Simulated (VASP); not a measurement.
# ZnCd3Te4 (P-43m) in VASP: further runs

The runs below take ZnCd3Te4 through relaxation of the atoms, with PBE.

Program: VASP 6.6.1. These are calculated values, not measurements. Logs are shortened: lines on timing, memory, paths and dates and some standing lists are left out, and cuts for length are marked.

### 1 The cell of the first run

It takes space group P-43m (No. 215, cubic). Conventional cell: a = 6.306 Å, b = 6.306 Å, c = 6.306 Å, α = 90.00°, β = 90.00°, γ = 90.00°. Within 3.4 Å of Zn (site symmetry -43m) lie 4 Te at 2.61 Å. Cd (site symmetry -42m) has 4 Te at 2.77 Å within 3.7 Å. Within 3.4 Å of Te (site symmetry 3m) lie 1 Zn at 2.61 Å and 3 Cd at 2.77 Å.

### 2 Relaxation of the atoms, PBE (31.35 Å³/atom)

Input file INCAR:

```
SYSTEM = ZnCd3Te4
PREC = Accurate
ENCUT = 450
EDIFF = 1E-7
ISMEAR = 0
SIGMA = 0.02
LREAL = .FALSE.
LASPH = .TRUE.
NELM = 120
ALGO = Normal
ISIF = 2
LWAVE = .FALSE.
LCHARG = .FALSE.
GGA = PE
IBRION = 2
NSW = 50
EDIFFG = -0.01
GGA_COMPAT = .FALSE.
NELMIN = 4
```

Input file KPOINTS:

```
Automatic mesh
0
G
  4 4 4
  0 0 0
```

Input file POSCAR:

```
ZnCd3Te4
1.0
    6.3060090093      0.0000000000      0.0000000000
    0.0000000000      6.3060090093      0.0000000000
    0.0000000000      0.0000000000      6.3060090093
Zn Cd Te
1 3 4
Direct
    0.0000000000      0.0000000000      0.0000000000
    0.0000000000      0.5000000000      0.5000000000
    0.5000000000      0.0000000000      0.5000000000
    0.5000000000      0.5000000000      0.0000000000
    0.7605960592      0.7605960592      0.2394039408
    0.7605960592      0.2394039408      0.7605960592
    0.2394039408      0.7605960592      0.7605960592
    0.2394039408      0.2394039408      0.2394039408
```

Potentials or basis: VASP PAW PBE potentials, release 64 (Zn, Cd, Te).

Started as:

```sh
$ cat potpaw_PBE.64/Zn/POTCAR potpaw_PBE.64/Cd/POTCAR potpaw_PBE.64/Te/POTCAR > POTCAR
$ mpirun -np 1 vasp_std > vasp.out
```

OUTCAR:

```text
SYSTEM = ZnCd3Te4
   PREC = Accurate
   ENCUT = 450
   EDIFF = 1E-7
   ISMEAR = 0
   LREAL = .FALSE.
   LASPH = .TRUE.
   NELM = 120
   ISIF = 2
   GGA = PE
   IBRION = 2
   NSW = 50
   EDIFFG = -0.01
   NELMIN = 4

 ion  position               nearest neighbor table
   1  0.000  0.000  0.000-   5 2.61   6 2.61   7 2.61   8 2.61
   2  0.000  0.500  0.500-   5 2.77   6 2.77   7 2.77   8 2.77
   3  0.500  0.000  0.500-   5 2.77   6 2.77   7 2.77   8 2.77
   4  0.500  0.500  0.000-   5 2.77   6 2.77   7 2.77   8 2.77
   5  0.761  0.761  0.239-   1 2.61   2 2.77   3 2.77   4 2.77
   6  0.761  0.239  0.761-   1 2.61   2 2.77   3 2.77   4 2.77
   7  0.239  0.761  0.761-   1 2.61   2 2.77   3 2.77   4 2.77
   8  0.239  0.239  0.239-   1 2.61   2 2.77   3 2.77   4 2.77

  LATTYP: Found a simple cubic cell.
 ALAT       =     6.3060090093

  Lattice vectors:

 A1 = (   6.3060090093,   0.0000000000,   0.0000000000)
 A2 = (   0.0000000000,   6.3060090093,   0.0000000000)
 A3 = (   0.0000000000,   0.0000000000,   6.3060090093)

Analysis of symmetry for initial positions (statically):
=====================================================================
 Subroutine PRICEL returns:
 Original cell was already a primitive cell.

 Routine SETGRP: Setting up the symmetry group for a
 simple cubic supercell.

 Subroutine GETGRP returns: Found 24 space group operations
 (whereof 24 operations were pure point group operations)
 out of a pool of 48 trial point group operations.

The static configuration has the point symmetry T_d .

Analysis of symmetry for dynamics (positions and initial velocities):
=====================================================================
 Subroutine PRICEL returns:
 Original cell was already a primitive cell.

 Routine SETGRP: Setting up the symmetry group for a
 simple cubic supercell.

 Subroutine GETGRP returns: Found 24 space group operations
 (whereof 24 operations were pure point group operations)
 out of a pool of 48 trial point group operations.

The dynamic configuration has the point symmetry T_d .

 Subroutine INISYM returns: Found 24 space group operations
 (whereof 24 operations are pure point group operations),
 and found     1 'primitive' translations

----------------------------------------------------------------------------------------

                                     Primitive cell

  volume of cell :     250.7632

  direct lattice vectors                    reciprocal lattice vectors
[... 75 lines left out ...]
   PREC   = accura    normal or accurate (medium, high low for compatibility)
   ISTART =      0    job   : 0-new  1-cont  2-samecut
   ICHARG =      2    charge: 1-file 2-atom 10-const
   ISPIN  =      1    spin polarized calculation?
   LNONCOLLINEAR =      F non collinear calculations
   LSORBIT =      F    spin-orbit coupling
   LASPH  =      T    aspherical Exc in radial PAW
   ENCUT  =  450.0 eV  33.07 Ry    5.75 a.u.  10.91 10.91 10.91*2*pi/ulx,y,z
   NELM   =    120;   NELMIN=  4; NELMDL= -5     # of ELM steps
   EDIFF  = 0.1E-06   stopping-criterion for ELM
   LREAL  =      F    real-space projection
   EDIFFG = -.1E-01   stopping-criterion for IOM
   NSW    =     50    number of steps for IOM
   IBRION =      2    ionic relax: 0-MD 1-quasi-New 2-CG
   NFREE  =      1    steps in history (QN), initial steepest desc. (CG)
   ISIF   =      2    stress and relaxation
   ISYM   =      2    0-nonsym 1-usesym 2-fastsym
   POTIM  = 0.5000    time-step for ionic-motion
   TEBEG  =    0.0;   TEEND  =   0.0 temperature during run
   PSTRESS=    0.0 pullay stress
   NELECT =      72.0000    total number of electrons
   NUPDOWN=      -1.0000    fix difference up-down
   EMIN   =  10.00;   EMAX   =-10.00  energy-range for DOS
   EFERMI =   0.00;   METHOD = LEGACY
   ISMEAR =     0;   SIGMA  =   0.02  broadening in eV -4-tet -1-fermi 0-gaus
   EFERMI_NEDOS =   21; number of points for ismear=-14 and -15
   IALGO  =     38    algorithm
   IMIX   =      4    mixing-type and parameters
     AMIX     =   0.40;   BMIX     =  1.00
     AMIX_MAG =   1.60;   BMIX_MAG =  1.00
  volume/ion in A,a.u.               =      31.35       211.53
  Fermi-wavevector in a.u.,A,eV,Ry     =   1.080018  2.040938 15.870370  1.166439
  Thomas-Fermi vector in A             =   2.215998
   LORBIT       =      0    0 simple, 1 ext, 2 COOP (PROOUT), +10 PAW based schemes
   GGA     = PE    functional components
   LHFCALC =     F    Hartree Fock is set to
   AEXX    =    0.0000 exact exchange contribution
   IVDW    =     0    specifies the selected vdW correction
   LEPSILON=     F    determine dielectric tensor
   LRPA    =     F    only Hartree local field effects (RPA)
 conjugate gradient relaxation of ions
 non-spin polarized calculation
 Gauss-broadening in eV      SIGMA  =   0.02
  energy-cutoff  :      450.00
  volume of cell :      250.76
 maximum number of plane-waves:      5520
 NGX is ok and might be reduce to    48
   NGX = 21   NGY = 21   NGZ = 21

--------------------------------------- Ionic step        1  -------------------------------------------

 number of electron      72.0000042 magnetization

 Free energy of the ion-electron system (eV)
  ---------------------------------------------------
  ext. energy  EPLUGINS =         0.00000000
  ---------------------------------------------------
  free energy    TOTEN  =       -19.23608238 eV

  energy without entropy =      -19.23608238  energy(sigma->0) =      -19.23608238

------------------------ aborting loop because EDIFF is reached ----------------------------------------

  FORCE on cell =-STRESS in cart. coord.  units (eV):
  Direction    XX          YY          ZZ          XY          YZ          ZX
  --------------------------------------------------------------------------------------
  -------------------------------------------------------------------------------------
  Total        6.9051576      6.9051576      6.9051576      0.0000000      0.0000000     -0.0000000
  in kB       44.1184675     44.1184675     44.1184675      0.0000000      0.0000000     -0.0000000
  external PRESSURE =      44.1184675 kB  Pullay stress =       0.0000000 kB
[... 71 lines left out ...]
--------------------------------------- Ionic step        3  -------------------------------------------

 number of electron      72.0000042 magnetization

 Free energy of the ion-electron system (eV)
  ---------------------------------------------------
  ext. energy  EPLUGINS =         0.00000000
  ---------------------------------------------------
  free energy    TOTEN  =       -19.23617387 eV

  energy without entropy =      -19.23617387  energy(sigma->0) =      -19.23617387

 E-fermi :   3.0376     XC(G=0):  -8.8465

 val. band max:        2.9004731546   @ k =   0.0000   0.0000   0.0000
 cond. band min:       3.8864263548   @ k =   0.0000   0.0000   0.0000
 fundamental gap:      0.9859532002
 Fermi energy:         3.0376211424

 k-point     1 :       0.0000    0.0000    0.0000
  band No.  band energies     occupation
      1      -8.6472      2.00000
      2      -7.9004      2.00000
      3      -7.9004      2.00000
      4      -7.9004      2.00000
      5      -5.4859      2.00000
      6      -5.4859      2.00000
[... 484 lines left out ...]
  FREE ENERGIE OF THE ION-ELECTRON SYSTEM (eV)
  ---------------------------------------------------
  free  energy   TOTEN  =       -19.2361738744 eV

  energy  without entropy=      -19.2361738744  energy(sigma->0) =      -19.23617387

 reached required accuracy - stopping structural energy minimisation
```

It took 4.5 min on 1 thread of Oxide Virtual Turin-like, shared host; peak memory 0.34 GiB.

Results:

| Item | Value |
| --- | --- |
| Free energy | -19.2362 eV |
| Energy gained by relaxing | 0.0 meV/atom |
| Ionic steps | 3 |
| Pressure after relaxing | 4.4 GPa |
| Band gap on the k mesh | 0.99 eV |

Forces in eV/Å, atoms in the order of the input:
```
Zn   0.000  0.000  0.000
Cd   0.000  0.000  0.000
Cd   0.000  0.000  0.000
Cd   0.000  0.000  0.000
Te   0.001  0.001 -0.001
Te   0.001 -0.001  0.001
Te  -0.001  0.001  0.001
Te  -0.001 -0.001 -0.001
```

Final structure:
```
Zn Cd Te
1.0
     6.30601    0.00000    0.00000
     0.00000    6.30601    0.00000
     0.00000    0.00000    6.30601
Zn Cd Te
1 3 4
Cartesian
  0.0000 0.0000 0.0000
  0.0000 3.1530 3.1530
  3.1530 0.0000 3.1530
  3.1530 3.1530 0.0000
  4.7975 4.7975 1.5085
  4.7975 1.5085 4.7975
  1.5085 4.7975 4.7975
  1.5085 1.5085 1.5085
```

Caveat: spin-orbit coupling is left out, which moves the levels of the heavy elements.

### 3 Relaxation of the atoms, PBE (35.48 Å³/atom)

This run uses another cell than the first one, of 35.48 Å³/atom.

Input file INCAR:

```
PREC     = Accurate       # precision mode
ENCUT    = 450            # plane-wave cutoff, eV
EDIFF    = 1E-7           # SCF threshold, eV
ISMEAR   = 0              # smearing method
SIGMA    = 0.02           # smearing width, eV
LREAL    = F              # projectors in reciprocal space
LASPH    = T              # aspherical terms in the spheres
NELM     = 120            # most SCF steps
ALGO     = Normal         # electronic algorithm
ISIF     = 2              # what is computed and relaxed
LWAVE    = F              # write WAVECAR
LCHARG   = F              # write CHGCAR
GGA      = PE             # functional
IBRION   = 2              # ionic algorithm
NSW      = 50             # ionic steps
EDIFFG   = -0.01          # ionic threshold
GGA_COMPAT= F            
NELMIN   = 4
```

Input file KPOINTS:

```
regular mesh
0
Gamma
  4 4 4
```

Input file POSCAR:

```
ZnCd3Te4
1.0
    6.5718331842      0.0000000000      0.0000000000
    0.0000000000      6.5718331842      0.0000000000
    0.0000000000      0.0000000000      6.5718331842
Zn Cd Te
1 3 4
Direct
    0.0000000000      0.0000000000      0.0000000000
    0.0000000000      0.5000000000      0.5000000000
    0.5000000000      0.0000000000      0.5000000000
    0.5000000000      0.5000000000      0.0000000000
    0.7603282597      0.7603282597      0.2396717403
    0.7603282597      0.2396717403      0.7603282597
    0.2396717403      0.7603282597      0.7603282597
    0.2396717403      0.2396717403      0.2396717403
```

Potentials or basis: VASP PAW PBE potentials, release 64 (Zn, Cd, Te).

Started as:

```sh
$ cat potpaw_PBE.64/Zn/POTCAR potpaw_PBE.64/Cd/POTCAR potpaw_PBE.64/Te/POTCAR > POTCAR
$ mpirun -np 1 vasp_std > vasp.out
```

Run time: 2.5 min. Hardware: 1 thread of Oxide Virtual Turin-like, shared host; peak memory 0.35 GiB.

The run converged. Its results:

- Free energy: -19.5409 eV
- Pressure after relaxing: -1.0 GPa
- Largest force after relaxing: 0.004 eV/Å
- Band gap on the k mesh: 0.57 eV

Forces in eV/Å, atoms in the order of the input:
```
Zn   0.000  0.000  0.000
Cd   0.000  0.000  0.000
Cd   0.000  0.000  0.000
Cd   0.000  0.000  0.000
Te  -0.002 -0.002  0.002
Te  -0.002  0.002 -0.002
Te   0.002 -0.002 -0.002
Te   0.002  0.002  0.002
```

Final structure:
```
Zn Cd Te
1.0
     6.57183    0.00000    0.00000
     0.00000    6.57183    0.00000
     0.00000    0.00000    6.57183
Zn Cd Te
1 3 4
Cartesian
  0.0000 0.0000 0.0000
  0.0000 3.2859 3.2859
  3.2859 0.0000 3.2859
  3.2859 3.2859 0.0000
  4.9968 4.9968 1.5751
  4.9968 1.5751 4.9968
  1.5751 4.9968 4.9968
  1.5751 1.5751 1.5751
```

Levels at points of the mesh, in eV from the valence-band top:
| k point | band 33 | band 34 | band 35 | band 36 | band 37 | band 38 | band 39 | band 40 |
| --- | --- | --- | --- | --- | --- | --- | --- | --- |
| (0.00, 0.00, 0.00) | -1.60 | 0.00 | 0.00 | 0.00 | 0.57 | 2.47 | 2.47 | 2.76 |
| (0.50, 0.00, 0.00) | -1.04 | -1.04 | -0.83 | -0.83 | 2.62 | 2.91 | 3.35 | 3.44 |
| (0.50, 0.50, 0.00) | -0.78 | -0.78 | -0.75 | -0.49 | 2.75 | 2.92 | 3.11 | 3.11 |
| (0.50, 0.50, 0.50) | -0.63 | -0.63 | -0.55 | -0.55 | 1.59 | 1.74 | 1.74 | 1.74 |

Caveat: the relaxation stopped at its first step, so nothing moved; semilocal functionals underestimate gaps, and a narrow one can read as zero; spin-orbit coupling is left out, which moves the levels of the heavy elements.
